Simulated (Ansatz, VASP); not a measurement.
## One calculation of LiF, two programs

```xyz
4
Lattice="3.1155 0.0000 0.0000 -1.5577 2.6981 0.0000 0.0000 0.0000 4.4071" Properties=species:S:1:pos:R:3 pbc="T T T"
Li    0.0000    1.7987    1.7747
Li    1.5577    0.8994    3.9783
F     0.0000    1.7987    4.3676
F     1.5577    0.8994    2.1640
```

Alike in both runs: task single point; functional LDA; k mesh 9 × 9 × 6; occupations gaussian, width 0.05 eV; no spin polarisation.

|  | VASP | Ansatz |
| --- | --- | --- |
| version | VASP 6.6.1 | Ansatz 0.2.0 |
| potentials or method | VASP PAW LDA potentials, release 64 (Li_sv, F), cutoff 520 eV | scalar-relativistic, plane waves, PAW |
| valence electrons in the cell | 20 | 20 |

Ansatz gave:

```
gap on the k mesh at the Fermi level (eV) : 7.67
least direct gap on the mesh (eV)         : 7.67
rms of the force components (eV/Å)        : 0.070
```

**Question.** Which values does VASP return?

**Answer.** gap on the k mesh at the Fermi level (eV): 7.65; least direct gap on the mesh (eV): 7.65; rms of the force components (eV/Å): 0.073.

LDA's correlation is that of Perdew and Zunger in VASP and of Perdew and Wang (1992) in Ansatz. Atom by atom the forces differ by 0.003 eV/Å (rms over components).

Noted on VASP's run: the cutoff is under 1.25 times that of the potentials, so the pressure is a little rough.
